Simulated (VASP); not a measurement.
Set up this calculation in VASP 6.6.1, as the native input.

- Task: single point
- Functional: PBE
- Potentials or basis: VASP PAW PBE potentials, release 64 (Ni, O)
- Cutoff: 520 eV
- k mesh: 8 × 6 × 4
- Occupations: gaussian, width 0.2 eV
- Spin: no spin polarisation
- Dipole correction: no
- Further INCAR settings: ALGO = Normal; EDIFF = 1e-06; NBANDS = 24

The structure of NiO lies in POSCAR:

```
NiO
1.0
   -1.4371517819      0.3344023394     -2.4156103202
    1.3860764836      2.4157013590     -0.4851339509
    3.5576726558     -2.5395606671     -2.4611990189
Ni O
2 2
Direct
    0.8031444441      0.6010484770      0.6010481704
    0.3031450984      0.1010478746      0.1010479558
    0.8027543213      1.1012843387      0.8509926384
    0.8035341162      0.1008119697      0.3511038955
```

One way to write it, as run:

INCAR

```
PREC = Accurate
ENCUT = 520
EDIFF = 1E-6
ISMEAR = 0
SIGMA = 0.2
LREAL = F
LASPH = T
NELM = 80
ALGO = Normal
ISIF = 2
LWAVE = F
LCHARG = T
GGA = PE
LELF = T
LVHAR = T
NBANDS = 24
```

KPOINTS

```
Automatic mesh
0
Gamma
  8 6 4
```

Potentials or basis: VASP PAW PBE potentials, release 64 (Ni, O).

The run is started by

```bash
$ cat potpaw_PBE.64/Ni/POTCAR potpaw_PBE.64/O/POTCAR > POTCAR
$ mpirun -np 1 vasp_std > vasp.out
```

Results of the run:

| Property | Result |
| --- | --- |
| Pressure | 0.6 GPa |
| Band gap on the k mesh | zero (bands 16 and 17 overlap by 0.38 eV) |

Caveat: the k points lie up to 0.37 Å⁻¹ apart; the run has no spin polarisation, though such a crystal can be magnetic; semilocal functionals often make such compounds metallic where correlation or magnetic order opens a gap, which also shifts bond lengths.

Run time: 77 s on 1 thread of Intel(R) Xeon(R) Platinum 8259CL CPU @ 2.50GHz (Skylake/Cascade Lake) (shared host), peak memory 0.21 GiB.
